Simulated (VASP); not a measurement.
# ZnSe (F-43m) in VASP: a series of runs

Runs on ZnSe. Level: PBE. Tasks: vibrations by perturbation theory, elastic constants.

Everything below comes from runs of VASP 6.6.1. Logs are shortened: lines on timing, memory, paths and dates and some standing lists are left out, and cuts for length are marked.

### 1 The cell of the first run

It takes space group F-43m (No. 216, cubic). The conventional cell has a = 5.733 Å, b = 5.733 Å, c = 5.733 Å, α = 90.00°, β = 90.00°, γ = 90.00°. Zn (site symmetry -43m) has 4 Se at 2.48 Å within 3.3 Å. Se (site symmetry -43m) has 4 Zn at 2.48 Å within 3.3 Å.

### 2 Vibrations by perturbation theory, PBE

The input, INCAR:

```
PREC = Accurate ; ENCUT = 520
EDIFF = 1E-8 ; ISMEAR = 0
SIGMA = 0.01 ; LREAL = F
LASPH = T ; NELM = 100
ALGO = Normal ; ISIF = 2
LWAVE = F ; LCHARG = F
GGA = PE ; NBANDS = 16
IBRION = 8 ; NSW = 1
LEPSILON = T
```

The input, KPOINTS:

```
regular mesh
0
Gamma
  6 6 6
```

The input, POSCAR:

```
ZnSe
1.0
    0.0000000000      2.8666000000      2.8666000000
    2.8666000000      0.0000000000      2.8666000000
    2.8666000000      2.8666000000      0.0000000000
Zn Se
1 1
Direct
    0.0000000000      0.0000000000      0.0000000000
    0.2500000000      0.2500000000      0.2500000000
```

Potentials or basis: VASP PAW PBE potentials, release 64 (Zn, Se).

Command:

```console
> cat potpaw_PBE.64/Zn/POTCAR potpaw_PBE.64/Se/POTCAR > POTCAR
> mpirun -np 1 vasp_std > vasp.out
```

OUTCAR:

```text
PREC = Accurate
   ENCUT = 520
   EDIFF = 1E-8
   ISMEAR = 0
   LREAL = F
   LASPH = T
   NELM = 100
   ISIF = 2
   GGA = PE
   IBRION = 8
   NSW = 1
   LEPSILON = T

 ion  position               nearest neighbor table
   1  0.000  0.000  0.000-   2 2.48   2 2.48   2 2.48   2 2.48
   2  0.250  0.250  0.250-   1 2.48   1 2.48   1 2.48   1 2.48

  LATTYP: Found a face centered cubic cell.
 ALAT       =     5.7332000000

  Lattice vectors:

 A1 = (   0.0000000000,   2.8666000000,   2.8666000000)
 A2 = (   2.8666000000,   0.0000000000,   2.8666000000)
 A3 = (   2.8666000000,   2.8666000000,   0.0000000000)

Analysis of symmetry for initial positions (statically):
=====================================================================
 Subroutine PRICEL returns:
 Original cell was already a primitive cell.

 Routine SETGRP: Setting up the symmetry group for a
 face centered cubic supercell.

 Subroutine GETGRP returns: Found 24 space group operations
 (whereof 24 operations were pure point group operations)
 out of a pool of 48 trial point group operations.

The static configuration has the point symmetry T_d .

Analysis of symmetry for dynamics (positions and initial velocities):
=====================================================================
 Subroutine PRICEL returns:
 Original cell was already a primitive cell.

 Routine SETGRP: Setting up the symmetry group for a
 face centered cubic supercell.

 Subroutine GETGRP returns: Found 24 space group operations
 (whereof 24 operations were pure point group operations)
 out of a pool of 48 trial point group operations.

The dynamic configuration has the point symmetry T_d .

 Subroutine INISYM returns: Found 24 space group operations
 (whereof 24 operations are pure point group operations),
 and found     1 'primitive' translations

----------------------------------------------------------------------------------------

                                     Primitive cell

  volume of cell :      47.1120

  direct lattice vectors                    reciprocal lattice vectors
     0.000000000  2.866600000  2.866600000    -0.174422661  0.174422661  0.174422661
     2.866600000  0.000000000  2.866600000     0.174422661 -0.174422661  0.174422661
     2.866600000  2.866600000  0.000000000     0.174422661  0.174422661 -0.174422661

  length of vectors
     4.053984598  4.053984598  4.053984598     0.302108911  0.302108911  0.302108911

  position of ions in fractional coordinates (direct lattice)
     0.000000000  0.000000000  0.000000000
     0.250000000  0.250000000  0.250000000

  ion indices of the primitive-cell ions
   primitive index   ion index
                 1           1
                 2           2

----------------------------------------------------------------------------------------

 KPOINTS: regular mesh

Automatic generation of k-mesh.
 Grid dimensions read from file:
 generate k-points for:    6    6    6

 Generating k-lattice:

[... 440 lines left out ...]
 ------------------------------------------------------

 Free energy of the ion-electron system (eV)
  ---------------------------------------------------
  ---------------------------------------------------
  free energy    TOTEN  =        -1.19452587 eV

  energy without entropy =       -1.19452587

------------------------ aborting loop because EDIFF is reached ----------------------------------------

--------------------------------------- Ionic step        2  -------------------------------------------

------------------------ aborting loop because EDIFF is reached ----------------------------------------

--------------------------------------- Ionic step        3  -------------------------------------------

------------------------ aborting loop because EDIFF is reached ----------------------------------------

 PIEZOELECTRIC TENSOR FIELD DIRECTION 3  (e Angst)
 -----------------------------------------------------------------------------
     0.00015 -2.28897  0.00000           (  0.00000  0.04192  0.00000)
    -2.28897  0.00015  0.00000           (  0.04192  0.00000  0.00000)
     0.00000  0.00000 -0.00200           (  0.00000  0.00000 -0.00000)

 PIEZOELECTRIC TENSOR FIELD DIRECTION 3  (C/m^2)
 -----------------------------------------------------------------------------
     0.00005 -0.77843  0.00000
    -0.77843  0.00005  0.00000
     0.00000  0.00000 -0.00068

--------------------------------------- Ionic step        4  -------------------------------------------

------------------------ aborting loop because EDIFF is reached ----------------------------------------

[... ionic steps 5 to 6 ...]

--------------------------------------- Ionic step        7  -------------------------------------------

 Free energy of the ion-electron system (eV)
  ---------------------------------------------------
  ---------------------------------------------------
  free energy    TOTEN  =        -0.08276695 eV

  energy without entropy =       -0.08276695

------------------------ aborting loop because EDIFF is reached ----------------------------------------

 INTERNAL STRAIN TENSOR  FOR ION    2  DIRECTION 1   (eV/Angst):
 -----------------------------------------------------------------------------
     0.03238  0.00000  0.00000
     0.00000 -0.00707 -4.49135
     0.00000 -4.49135 -0.00707

 MACROSCOPIC STATIC DIELECTRIC TENSOR (including local field effects in DFT)
 ------------------------------------------------------
           9.519030     0.000000    -0.000000
          -0.000000     9.519030    -0.000000
           0.000000    -0.000000     9.519030
 ------------------------------------------------------

 PIEZOELECTRIC TENSOR (including local field effects)  for field in x, y, z        (e  Angst)
          XX          YY          ZZ          XY          YZ          ZX
  --------------------------------------------------------------------------------
  x    -0.00000     0.00000     0.00000     0.00000    -2.31264    -0.00000
  y    -0.00000     0.00000    -0.00000    -0.00000     0.00000    -2.31264
  z     0.00000    -0.00000     0.00000    -2.31264    -0.00000     0.00000

 PIEZOELECTRIC TENSOR (including local field effects)  for field in x, y, z        (C/m^2)
          XX          YY          ZZ          XY          YZ          ZX
  --------------------------------------------------------------------------------
  x    -0.00000     0.00000     0.00000     0.00000    -0.78648    -0.00000
  y    -0.00000     0.00000    -0.00000    -0.00000     0.00000    -0.78648
  z     0.00000    -0.00000     0.00000    -0.78648    -0.00000     0.00000

 BORN EFFECTIVE CHARGES (including local field effects) (in |e|, cummulative output)
 ---------------------------------------------------------------------------------
 ion    1
    1     2.24856     0.00000     0.00000
    2    -0.00000     2.24856     0.00000
    3    -0.00000    -0.00000     2.24856
 ion    2
    1    -2.24856     0.00000    -0.00000
    2     0.00000    -2.24856    -0.00000
    3     0.00000     0.00000    -2.24856

 INTERNAL STRAIN TENSOR FOR ION    2 for displacements in x,y,z  (eV/Angst):
          X           Y           Z          XY          YZ          ZX
  --------------------------------------------------------------------------------
  x     0.00000    -0.00000    -0.00000     0.00000    -4.49135     0.00000
  y    -0.00000     0.00000    -0.00000     0.00000     0.00000    -4.49135
  z    -0.00000    -0.00000     0.00000    -4.49135     0.00000     0.00000

 SECOND DERIVATIVES (NOT SYMMETRIZED)
 ------------------------------------
               1X          1Y          1Z          2X          2Y          2Z
  1X    -5.104863    0.000000    0.000000    5.104863    0.000000    0.000000
  1Y     0.000000   -5.104863    0.000000    0.000000    5.104863    0.000000
  1Z     0.000000    0.000000   -5.104863    0.000000    0.000000    5.104863
  2X     5.065228    0.000000    0.000000   -5.065228    0.000000    0.000000
  2Y     0.000000    5.065228    0.000000    0.000000   -5.065228    0.000000
  2Z     0.000000    0.000000    5.065228    0.000000    0.000000   -5.065228

 Eigenvectors and eigenvalues of the dynamical matrix
 ----------------------------------------------------

   1 f  =    5.895595 THz    37.043119 2PiTHz  196.655897 cm-1    24.382213 meV
             X         Y         Z           dx          dy          dz
      0.000000  0.000000  0.000000     0.000000    0.740901    0.000000
      1.433300  1.433300  1.433300     0.000000   -0.671614    0.000000
[... 21 lines left out ...]
   6 f/i=    0.011433 THz     0.071836 2PiTHz    0.381367 cm-1     0.047283 meV
             X         Y         Z           dx          dy          dz
      0.000000  0.000000  0.000000     0.000000    0.000000   -0.671614
      1.433300  1.433300  1.433300     0.000000    0.000000   -0.740901

--------------------------------------------------------------------------------------------------------

 MACROSCOPIC STATIC DIELECTRIC TENSOR IONIC CONTRIBUTION
 ------------------------------------------------------
           3.818947    -0.000000    -0.000000
          -0.000000     3.818947     0.000000
          -0.000000     0.000000     3.818947
 ------------------------------------------------------

 ELASTIC MODULI CONTR FROM IONIC RELAXATION (kBar)
 Direction    XX          YY          ZZ          XY          YZ          ZX
 --------------------------------------------------------------------------------
 XX          -0.0000      0.0000      0.0000     -0.0000      0.0000     -0.0000
 YY           0.0000     -0.0000      0.0000     -0.0000     -0.0000      0.0000
 ZZ           0.0000      0.0000     -0.0000      0.0000     -0.0000     -0.0000
 XY          -0.0000     -0.0000      0.0000   -135.2026      0.0000      0.0000
 YZ           0.0000     -0.0000     -0.0000      0.0000   -135.2026      0.0000
 ZX          -0.0000      0.0000     -0.0000      0.0000      0.0000   -135.2026
 --------------------------------------------------------------------------------

 PIEZOELECTRIC TENSOR IONIC CONTR  for field in x, y, z        (C/m^2)
          XX          YY          ZZ          XY          YZ          ZX
  --------------------------------------------------------------------------------
  x    -0.00000     0.00000     0.00000     0.00000     0.67614     0.00000
  y     0.00000    -0.00000     0.00000     0.00000    -0.00000     0.67614
  z     0.00000     0.00000    -0.00000     0.67614    -0.00000    -0.00000
```

It took 12 min on 1 thread of Intel Xeon 8259CL, shared host; peak memory 0.24 GiB.

What came out:

```
Electronic dielectric tensor (diagonal)                 : 9.52
Born charges (mean of the diagonal)                     : Zn +2.25; Se -2.25 e
Highest phonon frequency at Γ, LO-TO splitting left out : 197 cm⁻¹
```

Phonon frequencies in cm⁻¹ (negative: imaginary):
| q point | frequencies |
| --- | --- |
| (0.000, 0.000, 0.000) | 0 0 0 197 197 197 |

Electronic dielectric tensor:
```
9.52 0.00 0.00
0.00 9.52 0.00
0.00 0.00 9.52
```

Born effective charge tensors (e):
atom 1, Zn
```
2.25 0.00 0.00
0.00 2.25 0.00
0.00 0.00 2.25
```
atom 2, Se
```
-2.25  0.00  0.00
 0.00 -2.25  0.00
 0.00  0.00 -2.25
```

### 3 Elastic constants, PBE

The input, INCAR:

```
PREC     = Accurate       # precision mode
ENCUT    = 600            # plane-wave cutoff, eV
EDIFF    = 1E-8           # SCF threshold, eV
ISMEAR   = 0              # smearing method
SIGMA    = 0.01           # smearing width, eV
LREAL    = F              # projectors in reciprocal space
LASPH    = T              # aspherical terms in the spheres
NELM     = 100            # most SCF steps
ALGO     = Normal         # electronic algorithm
ISIF     = 3              # what is computed and relaxed
LWAVE    = F              # write WAVECAR
LCHARG   = F              # write CHGCAR
GGA      = PE             # functional
IBRION   = 6              # ionic algorithm
NFREE    = 2            
POTIM    = 0.015          # step
NSW      = 1              # ionic steps
```

The input, KPOINTS:

```
Automatic mesh
0
Gamma
  6 6 6
```

POSCAR is that of step 2.

Potentials or basis: VASP PAW PBE potentials, release 64 (Zn, Se).

Command:

```console
> cat potpaw_PBE.64/Zn/POTCAR potpaw_PBE.64/Se/POTCAR > POTCAR
> mpirun -np 1 vasp_std > vasp.out
```

Run time: 7.4 min. Hardware: 1 thread of Intel Xeon 8259CL, shared host; peak memory 0.25 GiB.

Results (log left out):

| Quantity | Value |
| --- | --- |
| Elastic constants C11, C12, C44 | 81, 46, 37 GPa |
| Voigt bulk modulus | 58 GPa |
| Highest phonon frequency at Γ, LO-TO splitting left out | 197 cm⁻¹ |

Phonon frequencies in cm⁻¹ (negative: imaginary):
```
              q point        frequencies
(0.000, 0.000, 0.000)  0 0 0 197 197 197
```

Elastic tensor in Voigt notation (GPa, in the Cartesian axes of the cell as first typed):
```
81 46 46  0  0  0
46 81 46  0  0  0
46 46 81  0  0  0
 0  0  0 37  0  0
 0  0  0  0 37  0
 0  0  0  0  0 37
```

Clamped-ion elastic tensor (GPa):
```
81 46 46  0  0  0
46 81 46  0  0  0
46 46 81  0  0  0
 0  0  0 52  0  0
 0  0  0  0 52  0
 0  0  0  0  0 52
```
